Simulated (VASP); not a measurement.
Input of a VASP 6.6.1 run:

The input POSCAR:

```
HBr
1.0
    3.3371903096      0.0000000000      0.0000000000
    0.0000000000      7.5944054978      0.0000000000
    0.0000000000      0.0000000000      7.3779874426
H Br
4 4
Direct
    0.0000000000      0.0000000000      0.0000000000
    0.0000000000      0.5000000000      0.5000000000
    0.5000000000      0.0000000000      0.5000000000
    0.5000000000      0.5000000000      0.0000000000
    0.5000000000      0.0000000000      0.0000000000
    0.5000000000      0.5000000000      0.5000000000
    0.0000000000      0.0000000000      0.5000000000
    0.0000000000      0.5000000000      0.0000000000
```

File INCAR.step1:

```
SYSTEM = HBr
PREC = Accurate
ENCUT = 520
ISMEAR = 0
SIGMA = 0.02
LREAL = .FALSE.
LASPH = .TRUE.
NELM = 100
NBANDS = 26
GGA = PE
ALGO = Normal
EDIFF = 1E-4
LWAVE = .TRUE.
LCHARG = .FALSE.
```

Contents of INCAR.step2:

```
SYSTEM = HBr
PREC = Accurate
ENCUT = 520
EDIFF = 1E-6
ISMEAR = 0
SIGMA = 0.02
LREAL = .FALSE.
LASPH = .TRUE.
NELM = 100
ALGO = Normal
ISIF = 2
LWAVE = .FALSE.
LCHARG = .TRUE.
METAGGA = R2SCAN
LMIXTAU = .TRUE.
LELF = .TRUE.
LVHAR = .TRUE.
NBANDS = 26
ISTART = 1
```

File KPOINTS:

```
regular mesh
0
G
  8 4 4
  0 0 0
```

Potentials or basis: VASP PAW PBE potentials, release 64 (H, Br).

The run is started by

```bash
$ cat potpaw_PBE.64/H/POTCAR potpaw_PBE.64/Br/POTCAR > POTCAR
$ cp INCAR.step1 INCAR
$ mpirun -np 1 vasp_std > vasp.out
$ cp INCAR.step2 INCAR
$ mpirun -np 1 vasp_std > vasp.out
```

(1) What does it give for the band gap on the k mesh?

(2) What does it give for the pressure?

Answers

(1) 1.59 eV.

(2) 0.1 GPa.

Caveat: the cell differs from its parent crystal (strain along c alone, the other axes held: -3.0 %); the PAW data sets were made with another functional, which shifts forces and pressure a little.
